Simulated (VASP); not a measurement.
Cd2As:

```
Cd As
1.0
     4.09573    0.00000    0.00000
    -2.04787    3.54701    0.00000
     0.00000    0.00000    4.42230
Cd As
2 1
Direct
  0.33333 0.66667 0.50000
  0.66667 0.33333 0.50000
  0.00000 0.00000 0.00000
```

- Program: VASP 6.6.1
- Task: relaxation of cell and atoms
- Functional: PBE
- Potentials or basis: VASP PAW PBE potentials, release 64 (Cd, As)
- Cutoff: 600 eV
- k mesh: 6 × 6 × 4
- Occupations: gaussian, width 0.1 eV
- Spin: no spin polarisation

At the start: pressure 22.1 GPa; volume 21.42 Å³/atom.

Q: How do energy, volume and symmetry change on relaxing?

A: Over 12 steps the energy falls by 862.8 meV/atom and the volume is 22.52 Å³/atom (+5.2 %); space group P6/mmm (No. 191, to 0.1 Å) before and after.

The path:
```
step  energy change (eV)  largest force (eV/Å)  pressure (GPa)  volume (Å³)
   1              0.0000                0.0000           22.09        64.25
   2             -1.4521                0.0000           -6.56        94.22
   3             -1.6455                0.0000           -2.69        82.73
   4             -1.6486                0.0000           -3.35        84.02
   5             -1.9516                0.0000           -2.98        79.32
   6             -2.5148                0.0000            3.19        64.12
   7             -2.4504                0.0000           -1.31        71.19
   8             -2.5819                0.0000            0.33        67.54
   9             -2.5859                0.0000            0.74        66.92
  10             -2.5853                0.0000            1.10        66.55
  11             -2.5855                0.0000           -0.89        68.64
  12             -2.5885                0.0000            0.00        67.57
```

Final structure:
```
Cd As
1.0
     4.87901    0.00000    0.00000
    -2.43951    4.22535    0.00000
     0.00000    0.00000    3.27749
Cd As
2 1
Cartesian
  0.0000 2.8169 1.6387
  2.4395 1.4084 1.6387
  0.0000 0.0000 0.0000
```

Caveat: a cell axis changed by over 15 % at a fixed basis, so the end point is rough.
